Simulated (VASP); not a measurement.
# Si2C3 (P-3m1) in VASP: relaxation of cell and atoms with PBE

Aim: the relaxation of cell and atoms of Si2C3 with PBE.

All numbers are computed with VASP 6.6.1; they aren't measurements. Logs are shortened: lines on timing, memory, paths and dates and some standing lists are left out, and cuts for length are marked.

## Step 1: The cell of the first run

Symmetry: P-3m1, No. 164, trigonal system. Conventional cell: a = 3.856 Å, b = 3.856 Å, c = 6.151 Å, α = 90.00°, β = 90.00°, γ = 120.00°. Si (site symmetry 3m) has 7 C at 2.45 to 2.72 Å and 3 Si at 3.01 Å within 3.2 Å. C (site symmetry 3m) has 3 C at 2.44 Å and 4 Si at 2.56 to 2.72 Å within 3.2 Å. Within 3.2 Å of C (site symmetry -3m) lie 6 Si at 2.45 Å.

The cell was generated, and may not be a known phase.

## Step 2: Relaxation of cell and atoms, PBE

The input, INCAR:

```
PREC = Accurate
ENCUT = 1300
EDIFF = 1E-7
ISMEAR = 0
SIGMA = 0.1
LREAL = False
LASPH = True
NELM = 120
ALGO = Normal
ISIF = 3
LWAVE = False
LCHARG = False
GGA = PE
IBRION = 2
NSW = 90
EDIFFG = -0.04
GGA_COMPAT = False
NELMIN = 4
```

The input, KPOINTS:

```
regular mesh
0
Gamma
  6 6 4
```

The input, POSCAR:

```
Si2C3
1.0
    3.8559995700      0.0000000000      0.0000000000
   -1.9279997900      3.3393935900      0.0000000000
    0.0000000000      0.0000000000      6.1513232700
Si C
2 3
Direct
    0.3333333300      0.6666666700      0.1648329900
    0.6666666700      0.3333333300      0.8351670100
    0.3333333300      0.6666666700      0.5802750000
    0.6666666700      0.3333333300      0.4197250000
    0.0000000000      0.0000000000      0.0000000000
```

Potentials or basis: VASP PAW PBE potentials, release 64 (Si, C_h).

The run is started by

```
cat potpaw_PBE.64/Si/POTCAR potpaw_PBE.64/C_h/POTCAR > POTCAR
mpirun -np 1 vasp_std > vasp.out
```

OUTCAR:

```text
PREC = Accurate
   ENCUT = 1300
   EDIFF = 1E-7
   ISMEAR = 0
   LREAL = False
   LASPH = True
   NELM = 120
   ISIF = 3
   GGA = PE
   IBRION = 2
   NSW = 90
   EDIFFG = -0.04
   NELMIN = 4

 ion  position               nearest neighbor table
   1  0.333  0.667  0.165-   2 3.01   2 3.01   2 3.01
   2  0.667  0.333  0.835-   1 3.01   1 3.01   1 3.01
   3  0.333  0.667  0.580-
   4  0.667  0.333  0.420-
   5  0.000  0.000  0.000-

  LATTYP: Found a hexagonal cell.
 ALAT       =     3.8559995700
 C/A-ratio  =     1.5952603620

  Lattice vectors:

 A1 = (   3.8559995700,   0.0000000000,   0.0000000000)
 A2 = (  -1.9279997900,   3.3393935900,   0.0000000000)
 A3 = (   0.0000000000,   0.0000000000,   6.1513232700)

Analysis of symmetry for initial positions (statically):
=====================================================================
 Subroutine PRICEL returns:
 Original cell was already a primitive cell.

 Routine SETGRP: Setting up the symmetry group for a
 hexagonal supercell.

 Subroutine GETGRP returns: Found 12 space group operations
 (whereof 12 operations were pure point group operations)
 out of a pool of 24 trial point group operations.

The static configuration has the point symmetry D_3d.

Analysis of symmetry for dynamics (positions and initial velocities):
=====================================================================
 Subroutine PRICEL returns:
 Original cell was already a primitive cell.

 Routine SETGRP: Setting up the symmetry group for a
 hexagonal supercell.

 Subroutine GETGRP returns: Found 12 space group operations
 (whereof 12 operations were pure point group operations)
 out of a pool of 24 trial point group operations.

The dynamic configuration has the point symmetry D_3d.

 Subroutine INISYM returns: Found 12 space group operations
 (whereof 12 operations are pure point group operations),
 and found     1 'primitive' translations

----------------------------------------------------------------------------------------

                                     Primitive cell

  volume of cell :      79.2087

  direct lattice vectors                    reciprocal lattice vectors
     3.855999570  0.000000000  0.000000000     0.259336129  0.149727784  0.000000000
    -1.927999790  3.339393590  0.000000000     0.000000000  0.299455567  0.000000000
     0.000000000  0.000000000  6.151323270     0.000000000  0.000000000  0.162566647

  length of vectors
     3.855999570  3.855999577  6.151323270     0.299455567  0.299455567  0.162566647

  position of ions in fractional coordinates (direct lattice)
     0.333333330  0.666666670  0.164832990
     0.666666670  0.333333330  0.835167010
     0.333333330  0.666666670  0.580275000
     0.666666670  0.333333330  0.419725000
     0.000000000  0.000000000  0.000000000

  ion indices of the primitive-cell ions
   primitive index   ion index
                 1           1
                 2           2
                 3           3
                 4           4
                 5           5

----------------------------------------------------------------------------------------

 KPOINTS: regular mesh

Automatic generation of k-mesh.
 Grid dimensions read from file:
 generate k-points for:    6    6    4

 Generating k-lattice:

  Cartesian coordinates                     Fractional coordinates (reciprocal lattice)
     0.043222688  0.024954631  0.000000000     0.166666667  0.000000000  0.000000000
     0.000000000  0.049909261  0.000000000     0.000000000  0.166666667  0.000000000
     0.000000000  0.000000000  0.040641662     0.000000000  0.000000000  0.250000000

  Length of vectors
     0.049909261  0.049909261  0.040641662

  Shift w.r.t. Gamma in fractional coordinates (k-lattice)
     0.000000000  0.000000000  0.000000000

 Subroutine IBZKPT returns following result:
 ===========================================

 Found     24 irreducible k-points:

 Following reciprocal coordinates:
            Coordinates               Weight
  0.000000  0.000000  0.000000      1.000000
  0.166667  0.000000  0.000000      6.000000
  0.333333 -0.000000  0.000000      6.000000
  0.500000 -0.000000  0.000000      3.000000
  0.166667  0.166667  0.000000      6.000000
  0.333333  0.166667  0.000000     12.000000
[... 16 lines left out ...]
  0.333333  0.166667  0.500000     12.000000
  0.333333  0.333333  0.500000      2.000000
   k-points           NKPTS =     24   k-points in BZ     NKDIM =     24   number of bands    NBANDS=     14
   number of dos      NEDOS =    301   number of ions     NIONS =      5
   total plane-waves  NPLWV = 165888
   dimension x,y,z NGX =    48 NGY =   48 NGZ =   72
   dimension x,y,z NGXF=    96 NGYF=   96 NGZF=  144
   ions per type =               2   3
   NGX,Y,Z   is equivalent  to a cutoff of  20.69, 20.69, 19.46 a.u.
   NGXF,Y,Z  is equivalent  to a cutoff of  41.39, 41.39, 38.92 a.u.
 SYSTEM =  unknown system
   PREC   = accura    normal or accurate (medium, high low for compatibility)
   ISTART =      0    job   : 0-new  1-cont  2-samecut
   ICHARG =      2    charge: 1-file 2-atom 10-const
   ISPIN  =      1    spin polarized calculation?
   LNONCOLLINEAR =      F non collinear calculations
   LSORBIT =      F    spin-orbit coupling
   LASPH  =      T    aspherical Exc in radial PAW
   ENCUT  = 1300.0 eV  95.55 Ry    9.77 a.u.  11.34 11.34 18.08*2*pi/ulx,y,z
   NELM   =    120;   NELMIN=  4; NELMDL= -5     # of ELM steps
   EDIFF  = 0.1E-06   stopping-criterion for ELM
   LREAL  =      F    real-space projection
   EDIFFG = -.4E-01   stopping-criterion for IOM
   NSW    =     90    number of steps for IOM
   IBRION =      2    ionic relax: 0-MD 1-quasi-New 2-CG
   NFREE  =      1    steps in history (QN), initial steepest desc. (CG)
   ISIF   =      3    stress and relaxation
   ISYM   =      2    0-nonsym 1-usesym 2-fastsym
   POTIM  = 0.5000    time-step for ionic-motion
   TEBEG  =    0.0;   TEEND  =   0.0 temperature during run
   PSTRESS=    0.0 pullay stress
   NELECT =      20.0000    total number of electrons
   NUPDOWN=      -1.0000    fix difference up-down
   EMIN   =  10.00;   EMAX   =-10.00  energy-range for DOS
   EFERMI =   0.00;   METHOD = LEGACY
   ISMEAR =     0;   SIGMA  =   0.10  broadening in eV -4-tet -1-fermi 0-gaus
   EFERMI_NEDOS =   21; number of points for ismear=-14 and -15
   IALGO  =     38    algorithm
   IMIX   =      4    mixing-type and parameters
     AMIX     =   0.40;   BMIX     =  1.00
     AMIX_MAG =   1.60;   BMIX_MAG =  1.00
  volume/ion in A,a.u.               =      15.84       106.91
  Fermi-wavevector in a.u.,A,eV,Ry     =   1.034730  1.955357 14.567303  1.070667
  Thomas-Fermi vector in A             =   2.169039
   LORBIT       =      0    0 simple, 1 ext, 2 COOP (PROOUT), +10 PAW based schemes
   GGA     = PE    functional components
   LHFCALC =     F    Hartree Fock is set to
   AEXX    =    0.0000 exact exchange contribution
   IVDW    =     0    specifies the selected vdW correction
   LEPSILON=     F    determine dielectric tensor
   LRPA    =     F    only Hartree local field effects (RPA)
 conjugate gradient relaxation of ions
 non-spin polarized calculation
 Gauss-broadening in eV      SIGMA  =   0.10
  energy-cutoff  :     1300.00
  volume of cell :       79.21
 maximum number of plane-waves:      8448
 NGX is ok and might be reduce to    48
   NGX = 23   NGY = 23   NGZ = 37

--------------------------------------- Ionic step        1  -------------------------------------------

 number of electron      20.0000000 magnetization

 Free energy of the ion-electron system (eV)
  ---------------------------------------------------
  ext. energy  EPLUGINS =         0.00000000
  ---------------------------------------------------
  free energy    TOTEN  =       -24.63310508 eV

  energy without entropy =      -24.62908737  energy(sigma->0) =      -24.63109622

 E-fermi :   4.1630     XC(G=0):  -9.7351

 val. band max:        4.0641414140   @ k =   0.3333  -0.0000   0.0000
 cond. band min:       4.2283328569   @ k =   0.1667   0.0000   0.0000
 fundamental gap:      0.1641914430
 Fermi energy:         4.1629856289

 k-point     1 :       0.0000    0.0000    0.0000
  band No.  band energies     occupation
      1      -8.7110      2.00000
      2      -6.4955      2.00000
      3      -3.9905      2.00000
      4      -0.7991      2.00000
      5       1.4902      2.00000
      6       2.2993      2.00000
      7       2.2993      2.00000
      8       2.6663      2.00000
      9       2.6663      2.00000
     10       3.8684      1.99997
     11       4.5672      0.00000
     12       5.7545      0.00000
     13       5.7545      0.00000
     14       5.9578      0.00000
[... 499 lines left out ...]
  FREE ENERGIE OF THE ION-ELECTRON SYSTEM (eV)
  ---------------------------------------------------
  free  energy   TOTEN  =       -30.0997947856 eV

  energy  without entropy=      -30.0818492375  energy(sigma->0) =      -30.09082201

 E-fermi :  10.0604     XC(G=0): -11.8769

 val. band max:       10.0168367036   @ k =   0.0000   0.0000   0.0000
 cond. band min:      10.2355769840   @ k =   0.3333   0.1667   0.0000
 fundamental gap:      0.2187402804
 Fermi energy:        10.0604209571

 k-point     1 :       0.0000    0.0000    0.0000
  band No.  band energies     occupation
      1      -8.6882      2.00000
      2      -8.0537      2.00000
      3      -2.9008      2.00000
      4       2.3423      2.00000
      5       3.2832      2.00000
      6       6.8337      2.00000
      7       6.8337      2.00000
      8      10.0168      1.46235
      9      10.7068      0.00000
     10      10.7068      0.00000
     11      15.7670      0.00000
     12      16.8577      0.00000
     13      16.8582      0.00000
     14      18.1865      0.00000
[... 377 lines left out ...]
      1      -2.3894      2.00000
      2      -2.3894      2.00000
      3      -1.7396      2.00000
      4       0.4436      2.00000
      5       1.2612      2.00000
      6       1.2612      2.00000
      7       3.6157      2.00000
      8       7.6477      2.00000
      9       7.6477      2.00000
     10       8.2820      2.00000
     11       8.2820      2.00000
     12      11.6021      0.00000
     13      13.4648      0.00000
     14      13.4648      0.00000

[... ionic steps 4 to 64 ...]

--------------------------------------- Ionic step       65  -------------------------------------------

 number of electron      20.0000000 magnetization

------------------------ aborting loop because EDIFF is reached ----------------------------------------
[... 73 lines left out ...]
--------------------------------------- Ionic step       67  -------------------------------------------

 number of electron      20.0000000 magnetization

 Free energy of the ion-electron system (eV)
  ---------------------------------------------------
  ext. energy  EPLUGINS =         0.00000000
  ---------------------------------------------------
  free energy    TOTEN  =       -34.91000951 eV

  energy without entropy =      -34.89868776  energy(sigma->0) =      -34.90434863

 E-fermi :   6.8257     XC(G=0): -10.3790

 val. band max:        6.8131452811   @ k =   0.3333   0.3333   0.2500
 cond. band min:       6.8967651116   @ k =   0.3333   0.3333   0.0000
 fundamental gap:      0.0836198304
 Fermi energy:         6.8256998933

 k-point     1 :       0.0000    0.0000    0.0000
  band No.  band energies     occupation
      1     -11.2614      2.00000
      2     -11.1779      2.00000
      3      -5.7707      2.00000
      4      -0.0631      2.00000
      5       0.2581      2.00000
      6       3.8209      2.00000
      7       3.8209      2.00000
      8       4.4696      2.00000
      9       7.7301      0.00000
     10       7.7301      0.00000
     11      10.7875      0.00000
     12      14.1175      0.00000
     13      14.1175      0.00000
     14      14.9348      0.00000
[... 421 lines left out ...]
  FREE ENERGIE OF THE ION-ELECTRON SYSTEM (eV)
  ---------------------------------------------------
  free  energy   TOTEN  =       -34.9100095084 eV

  energy  without entropy=      -34.8986877598  energy(sigma->0) =      -34.90434863

 reached required accuracy - stopping structural energy minimisation
```

Run time: 45 min. Hardware: 1 thread of Intel Xeon 6975P-C (Granite Rapids), shared host; peak memory 0.52 GiB.

Results:

```
Free energy                           : -34.9100 eV
Relaxed volume                        : 11.64 Å³/atom
Relaxed cell                          : a = 2.617 Å, b = 2.617 Å, c = 9.815 Å, α = 90.00°, β = 90.00°, γ = 120.00°
Space group after relaxing (to 0.1 Å) : P-3m1 (No. 164)
Pressure after relaxing               : -0.3 GPa
Largest force after relaxing          : 0.012 eV/Å
Band gap on the k mesh                : zero (bands 10 and 11 overlap by 1.29 eV)
```

Forces in eV/Å, atoms in the order of the input:
```
Si   0.000  0.000 -0.012
Si   0.000  0.000  0.012
C    0.000  0.000  0.011
C    0.000  0.000 -0.011
C    0.000  0.000  0.000
```

Final structure:
```xyz
5
Lattice="2.6165 0.0000 0.0000 -1.3083 2.2660 0.0000 0.0000 0.0000 9.8149" Properties=species:S:1:pos:R:3 pbc="T T T"
Si    0.0000    1.5106    1.2431
Si    1.3083    0.7553    8.5718
C     0.0000    1.5106    4.9059
C     1.3083    0.7553    4.9090
C     0.0000    0.0000    0.0000
```

Levels at points of the mesh, in eV from the Fermi level:
| k point | band 7 | band 8 | band 9 | band 10 | band 11 | band 12 | band 13 | band 14 |
| --- | --- | --- | --- | --- | --- | --- | --- | --- |
| (0.00, 0.00, 0.00) | -3.00 | -2.36 | 0.90 | 0.90 | 3.96 | 7.29 | 7.29 | 8.11 |
| (0.50, 0.00, 0.00) | -4.31 | -1.97 | -1.95 | -0.63 | -0.31 | 1.36 | 3.08 | 4.74 |
| (0.00, 0.00, 0.50) | -3.00 | -2.74 | 0.90 | 0.90 | 5.38 | 6.12 | 7.29 | 7.29 |
| (0.50, 0.00, 0.50) | -4.27 | -2.14 | -1.97 | -0.43 | -0.39 | 1.78 | 2.70 | 4.72 |

Caveat: the volume moved by over 15 % at a fixed basis, so the end points are rough.

The gap in the log of VASP goes by the Fermi energy; the results here count the filled bands.